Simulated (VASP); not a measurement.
# ZrTiN (P6_3/mmc) in VASP: relaxation of cell and atoms with PBE

Aim: the relaxation of cell and atoms of ZrTiN with PBE.

All numbers are computed with VASP 6.6.1; they aren't measurements. Logs are shortened: lines on timing, memory, paths and dates and some standing lists are left out, and cuts for length are marked.

### Step 1. The cell of the first run

It takes space group P6_3/mmc (No. 194, hexagonal). Conventional cell: a = 4.014 Å, b = 4.014 Å, c = 6.110 Å, α = 90.00°, β = 90.00°, γ = 120.00°. Within 3.7 Å of Zr (site symmetry -3m) lie 6 Ti at 2.78 Å and 6 N at 2.78 Å and 2 Zr at 3.05 Å. Ti (site symmetry -6m2) has 5 N at 2.32 to 3.05 Å and 6 Zr at 2.78 Å within 3.1 Å. Within 3.1 Å of N (site symmetry -6m2) lie 5 Ti at 2.32 to 3.05 Å and 6 Zr at 2.78 Å.

The cell was generated, and may not be a known phase.

### Step 2. Relaxation of cell and atoms, PBE, collinear spin

Input file INCAR:

```
SYSTEM = ZrTiN
PREC = Accurate
ENCUT = 600
EDIFF = 1E-7
ISMEAR = 0
SIGMA = 0.1
LREAL = .False.
LASPH = .True.
NELM = 150
ALGO = Normal
ISIF = 3
LWAVE = .False.
LCHARG = .False.
ISPIN = 2
MAGMOM = 0 0 1 1 0 0
LORBIT = 11
LMAXMIX = 4
GGA = PE
IBRION = 2
NSW = 90
EDIFFG = -0.04
```

Input file KPOINTS:

```
regular mesh
0
Gamma
  6 6 4
  0 0 0
```

Input file POSCAR:

```
ZrTiN
1.0
    4.0141816000      0.0000000000      0.0000000000
   -2.0070908000      3.4763832400      0.0000000000
    0.0000000000      0.0000000000      6.1098404000
Zr Ti N
2 2 2
Direct
    0.0000000000      0.0000000000      0.5000000000
    0.0000000000      0.0000000000      0.0000000000
    0.6666666700      0.3333333300      0.2500000000
    0.3333333300      0.6666666700      0.7500000000
    0.6666666700      0.3333333300      0.7500000000
    0.3333333300      0.6666666700      0.2500000000
```

Potentials or basis: VASP PAW PBE potentials, release 64 (Zr_sv, Ti_sv, N).

On the command line:

```sh
$ cat potpaw_PBE.64/Zr_sv/POTCAR potpaw_PBE.64/Ti_sv/POTCAR potpaw_PBE.64/N/POTCAR > POTCAR
$ mpirun -np 1 vasp_std > vasp.out
```

OUTCAR:

```text
SYSTEM = ZrTiN
   PREC = Accurate
   ENCUT = 600
   EDIFF = 1E-7
   ISMEAR = 0
   LREAL = .False.
   LASPH = .True.
   NELM = 150
   ISIF = 3
   ISPIN = 2
   LORBIT = 11
   GGA = PE
   IBRION = 2
   NSW = 90
   EDIFFG = -0.04

 ion  position               nearest neighbor table
   1  0.000  0.000  0.500-   3 2.78   4 2.78   5 2.78   6 2.78   4 2.78   6 2.78   3 2.78   5 2.78
                             3 2.78   5 2.78   4 2.78   6 2.78   2 3.05   2 3.05
   2  0.000  0.000  0.000-   3 2.78   4 2.78   5 2.78   6 2.78   4 2.78   6 2.78   3 2.78   5 2.78
                             3 2.78   5 2.78   4 2.78   6 2.78   1 3.05   1 3.05
   3  0.667  0.333  0.250-   6 2.32   6 2.32   6 2.32   1 2.78   2 2.78   1 2.78   2 2.78   1 2.78
                             2 2.78
   4  0.333  0.667  0.750-   5 2.32   5 2.32   5 2.32   1 2.78   2 2.78   2 2.78   1 2.78   2 2.78
                             1 2.78
   5  0.667  0.333  0.750-   4 2.32   4 2.32   4 2.32   1 2.78   2 2.78   1 2.78   2 2.78   1 2.78
                             2 2.78
   6  0.333  0.667  0.250-   3 2.32   3 2.32   3 2.32   1 2.78   2 2.78   2 2.78   1 2.78   2 2.78
                             1 2.78

  LATTYP: Found a hexagonal cell.
 ALAT       =     4.0141816000
 C/A-ratio  =     1.5220637751

  Lattice vectors:

 A1 = (   4.0141816000,   0.0000000000,   0.0000000000)
 A2 = (  -2.0070908000,   3.4763832400,   0.0000000000)
 A3 = (   0.0000000000,   0.0000000000,   6.1098404000)

Analysis of symmetry for initial positions (statically):
=====================================================================
 Subroutine PRICEL returns:
 Original cell was already a primitive cell.

 Routine SETGRP: Setting up the symmetry group for a
 hexagonal supercell.

 Subroutine GETGRP returns: Found 24 space group operations
 (whereof 12 operations were pure point group operations)
 out of a pool of 24 trial point group operations.

The static configuration has the point symmetry D_3d.
 The point group associated with its full space group is D_6h.

Analysis of symmetry for dynamics (positions and initial velocities):
=====================================================================
 Subroutine PRICEL returns:
 Original cell was already a primitive cell.

 Routine SETGRP: Setting up the symmetry group for a
 hexagonal supercell.

 Subroutine GETGRP returns: Found 24 space group operations
 (whereof 12 operations were pure point group operations)
 out of a pool of 24 trial point group operations.

The dynamic configuration has the point symmetry D_3d.
 The point group associated with its full space group is D_6h.

[... 153 lines left out ...]
 maximum number of plane-waves:      2868
   NGX = 17   NGY = 17   NGZ = 25

--------------------------------------- Ionic step        1  -------------------------------------------

 number of electron      57.9999999 magnetization      -0.0002849

 number of electron      57.9999999 magnetization       0.0000039

 Free energy of the ion-electron system (eV)
  ---------------------------------------------------
  ext. energy  EPLUGINS =         0.00000000
  ---------------------------------------------------
  free energy    TOTEN  =       -48.18901727 eV

  energy without entropy =      -48.16551093  energy(sigma->0) =      -48.17726410

------------------------ aborting loop because EDIFF is reached ----------------------------------------

  FORCE on cell =-STRESS in cart. coord.  units (eV):
  Direction    XX          YY          ZZ          XY          YZ          ZX
  --------------------------------------------------------------------------------------
  -------------------------------------------------------------------------------------
  Total       -6.6632145     -6.6632145     -0.6638387     -0.0000000      0.0000000      0.0000000
  in kB     -125.2102405   -125.2102404    -12.4743705     -0.0000000      0.0000000      0.0000000
  external PRESSURE =     -87.6316171 kB  Pullay stress =       0.0000000 kB
[... 105 lines left out ...]
  FREE ENERGIE OF THE ION-ELECTRON SYSTEM (eV)
  ---------------------------------------------------
  free  energy   TOTEN  =       -48.5028991083 eV

  energy  without entropy=      -48.4836858495  energy(sigma->0) =      -48.49329248

 E-fermi :  10.6171     XC(G=0): -12.1777

 val. band max:       10.6139782522   @ k =   0.5000  -0.0000   0.0000
 cond. band min:      10.6359263774   @ k =   0.5000  -0.0000   0.2500
 fundamental gap:      0.0219481252
 Fermi energy:        10.6170638134

 spin component 1

 k-point     1 :       0.0000    0.0000    0.0000
  band No.  band energies     occupation
      1     -45.6931      1.00000
      2     -45.6912      1.00000
      3     -38.1872      1.00000
      4     -38.1819      1.00000
      5     -22.0929      1.00000
      6     -22.0929      1.00000
[... 1588 lines left out ...]
     34      11.6822      0.00000
     35      13.8140      0.00000

[... ionic steps 4 to 16 ...]

--------------------------------------- Ionic step       17  -------------------------------------------

 number of electron      58.0000021 magnetization      -0.0000000

 number of electron      58.0000021 magnetization       0.0000000
[... 81 lines left out ...]
 number of electron      57.9999989 magnetization       0.0000000

 number of electron      57.9999989 magnetization      -0.0000000

 Free energy of the ion-electron system (eV)
  ---------------------------------------------------
  ext. energy  EPLUGINS =         0.00000000
  ---------------------------------------------------
  free energy    TOTEN  =       -51.19643921 eV

  energy without entropy =      -51.17460755  energy(sigma->0) =      -51.18552338

 E-fermi :   9.3083     XC(G=0): -11.6327

 val. band max:        9.2781091287   @ k =   0.3333   0.3333   0.0000
 cond. band min:       9.3145462524   @ k =   0.3333   0.3333   0.2500
 fundamental gap:      0.0364371237
 Fermi energy:         9.3082588600

 spin component 1

 k-point     1 :       0.0000    0.0000    0.0000
  band No.  band energies     occupation
      1     -47.2772      1.00000
      2     -47.2764      1.00000
      3     -39.7410      1.00000
      4     -39.7390      1.00000
      5     -23.6329      1.00000
      6     -23.6329      1.00000
[... 1621 lines left out ...]
  FREE ENERGIE OF THE ION-ELECTRON SYSTEM (eV)
  ---------------------------------------------------
  free  energy   TOTEN  =       -51.1964392052 eV

  energy  without entropy=      -51.1746075482  energy(sigma->0) =      -51.18552338

 reached required accuracy - stopping structural energy minimisation

 total charge

# of ion       s       p       d       tot
------------------------------------------
    1        2.194   5.939   1.680   9.813
    2        2.194   5.939   1.680   9.813
    3        2.238   6.205   2.095  10.538
    4        2.238   6.205   2.095  10.538
    5        1.275   2.359   0.000   3.634
    6        1.275   2.359   0.000   3.634
--------------------------------------------------
tot         11.414  29.006   7.549  47.969

 magnetization (x)

# of ion       s       p       d       tot
------------------------------------------
    1        0.000   0.000   0.000   0.000
    2        0.000   0.000   0.000   0.000
    3       -0.000   0.000  -0.000  -0.000
    4       -0.000   0.000  -0.000  -0.000
    5        0.000   0.000   0.000   0.000
    6        0.000   0.000   0.000   0.000
--------------------------------------------------
tot         -0.000   0.000  -0.000   0.000
```

CONTCAR:

```text
ZrTiN
   1.00000000000000
     3.4467155482208605   -0.0000000000000000   -0.0000000000000000
    -1.7233577741104302    2.9849432238364346   -0.0000000000000000
    -0.0000000000000000    0.0000000000000000    8.7082217648312987
  Zr              Ti              N
     2     2     2
Direct
     0.0000000000000000    0.0000000000000000    0.5000000000000000
     0.0000000000000000    0.0000000000000000    0.0000000000000000
     0.6666666699999979    0.3333333300000021    0.2500000000000000
     0.3333333300000021    0.6666666699999979    0.7500000000000000
     0.6666666699999979    0.3333333300000021    0.7500000000000000
     0.3333333300000021    0.6666666699999979    0.2500000000000000

  0.00000000E+00  0.00000000E+00  0.00000000E+00
  0.00000000E+00  0.00000000E+00  0.00000000E+00
  0.00000000E+00  0.00000000E+00  0.00000000E+00
  0.00000000E+00  0.00000000E+00  0.00000000E+00
  0.00000000E+00  0.00000000E+00  0.00000000E+00
  0.00000000E+00  0.00000000E+00  0.00000000E+00
```

Run time: 18 min. Hardware: 1 thread of Intel Xeon 6975P-C (Granite Rapids), shared host; peak memory 0.35 GiB.

Results:

| Item | Value |
| --- | --- |
| Free energy | -51.1964 eV |
| Relaxed volume | 14.93 Å³/atom |
| Relaxed cell | a = 3.447 Å, b = 3.447 Å, c = 8.708 Å, α = 90.00°, β = 90.00°, γ = 120.00° |
| Space group after relaxing (to 0.1 Å) | P6_3/mmc (No. 194) |
| Pressure after relaxing | 0.0 GPa |
| Band gap on the k mesh | zero (filled and empty bands overlap) |
| Net moment | 0.00 μB per cell |
| Valence electrons inside the program's atomic spheres | Zr 9.81; Ti 10.54; N 3.63 |

Final structure:
```
Zr Ti N
1.0
     3.44672    0.00000    0.00000
    -1.72336    2.98494    0.00000
     0.00000    0.00000    8.70822
Zr Ti N
2 2 2
Direct
  0.00000 0.00000 0.50000
  0.00000 0.00000 0.00000
  0.66667 0.33333 0.25000
  0.33333 0.66667 0.75000
  0.66667 0.33333 0.75000
  0.33333 0.66667 0.25000
```

Levels at points of the mesh, in eV from the Fermi level:
Spin up:
| k point | band 27 | band 28 | band 29 | band 30 | band 31 | band 32 |
| --- | --- | --- | --- | --- | --- | --- |
| (0.00, 0.00, 0.00) | -0.49 | -0.49 | -0.30 | 0.66 | 0.87 | 0.87 |
| (0.50, 0.00, 0.00) | -0.59 | -0.20 | -0.16 | 0.19 | 0.37 | 0.97 |
| (0.00, 0.00, 0.50) | -0.06 | -0.06 | -0.06 | -0.06 | 0.42 | 0.42 |
| (0.50, 0.00, 0.50) | -0.11 | -0.11 | 0.15 | 0.15 | 0.32 | 0.32 |
Spin down:
```csv
k point,band 25,band 26,band 27,band 28,band 29,band 30,band 31,band 32,band 33,band 34
"(0.00, 0.00, 0.00)",-3.62,-0.73,-0.49,-0.49,-0.30,0.66,0.87,0.87,1.43,1.43
"(0.50, 0.00, 0.00)",-2.40,-1.48,-0.59,-0.20,-0.16,0.19,0.37,0.97,1.03,1.04
"(0.00, 0.00, 0.50)",-1.99,-1.99,-0.06,-0.06,-0.06,-0.06,0.42,0.42,2.08,2.08
"(0.50, 0.00, 0.50)",-2.02,-2.02,-0.11,-0.11,0.15,0.15,0.32,0.32,1.33,1.33
```

Caveat: a cell axis changed by over 15 % at a fixed basis, so the end point is rough.

The gap in the log of VASP goes by the Fermi energy; the results here count the filled bands.